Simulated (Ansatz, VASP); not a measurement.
**Na in VASP and in Ansatz**

File INCAR:

```
SYSTEM = Na
PREC     = Accurate       ! precision mode
ENCUT    = 500            ! plane-wave cutoff, eV
EDIFF    = 1E-6           ! SCF threshold, eV
ISMEAR   = 0              ! smearing method
SIGMA    = 0.1            ! smearing width, eV
LREAL    = .False.        ! projectors in reciprocal space
LASPH    = .True.         ! aspherical terms in the spheres
NELM     = 120            ! most SCF steps
ALGO     = Normal         ! electronic algorithm
ISIF     = 2              ! what is computed and relaxed
LWAVE    = .False.        ! write WAVECAR
LCHARG   = .False.        ! write CHGCAR
GGA      = PE             ! functional
NBANDS   = 10             ! bands
GGA_COMPAT= .False.
```

The input KPOINTS:

```
regular mesh
0
Gamma
  6 6 6
  0 0 0
```

File POSCAR:

```
Na
1.0
   -2.1175000000      2.1175000000      2.1175000000
    2.1175000000     -2.1175000000      2.1175000000
    2.1175000000      2.1175000000     -2.1175000000
Na
1
Direct
    0.0000000000      0.0000000000      0.0000000000
```

Input for Ansatz:

```yaml
crystal:
  lattice:
    - [-2.1175, 2.1175, 2.1175]
    - [2.1175, -2.1175, 2.1175]
    - [2.1175, 2.1175, -2.1175]
  atoms:
    - { symbol: Na, position: [0.0, 0.0, 0.0] }
basis:
  ecutwfc: 420
kpoints:
  mp_grid: { grid: [6, 6, 6] }
hamiltonian:
  xc: pbe
scf:
  occupations: { method: gaussian, width: 0.1 }
output:
  forces: true
  stress: true
  eigenvalues: true
```

Alike in both runs: task single point; functional PBE; k mesh 6 × 6 × 6; occupations gaussian, width 0.1 eV; no spin polarisation.

|  | VASP | Ansatz |
| --- | --- | --- |
| version | VASP 6.6.1 | Ansatz 0.2.0 |
| potentials or method | VASP PAW PBE potentials, release 64 (Na_pv), cutoff 500 eV | scalar-relativistic, plane waves, PAW |
| valence electrons in the cell | 7 | 9 |

```tsv
	VASP	Ansatz	Ansatz less VASP
gap on the k mesh at the Fermi level (eV)	none	none	-
pressure (GPa)	-0.1	-0.1	+0.03
```

A gap of «none» marks a metal or a gap that the smearing closes. VASP's potentials hold 7 valence electrons a cell and Ansatz's 9, so a difference there can come from the potentials and not from the codes.
